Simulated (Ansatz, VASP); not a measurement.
## Two plane-wave programs on Fe

```xyz
1
Lattice="-1.4881 1.4881 1.2815 1.4881 -1.4881 1.2815 1.4881 1.4881 -1.2815" Properties=species:S:1:pos:R:3 pbc="T T T"
Fe    0.0000    0.0000    0.0000
```

Alike in both runs: task single point; functional PBE; k mesh 12 × 12 × 12; occupations gaussian, width 0.15 eV; collinear spin.

```csv
,VASP,Ansatz
version,VASP 6.6.1,Ansatz 0.2.0
potentials or method,"VASP PAW PBE potentials, release 64 (Fe), cutoff 520 eV","scalar-relativistic, plane waves, PAW"
valence electrons in the cell,8,16
```

|  | VASP | Ansatz | Ansatz less VASP |
| --- | --- | --- | --- |
| gap on the k mesh at the Fermi level (eV) | none | none | - |
| pressure (GPa) | 3.3 | 3.2 | -0.15 |
| traceless stress, the component that is largest in VASP (GPa) | 14.30 | 14.66 | +0.361 |
| net moment per atom (μB) | 2.25 | 2.23 | -0.027 |
| size of the moment on the site where the two differ most (μB) | 2.25 | 2.26 | +0.015 |

Site moments also hang on the region over which each program counts them. A gap of «none» marks a metal or a gap that the smearing closes. VASP's potentials hold 8 valence electrons a cell and Ansatz's 16, so a difference there can come from the potentials and not from the codes.
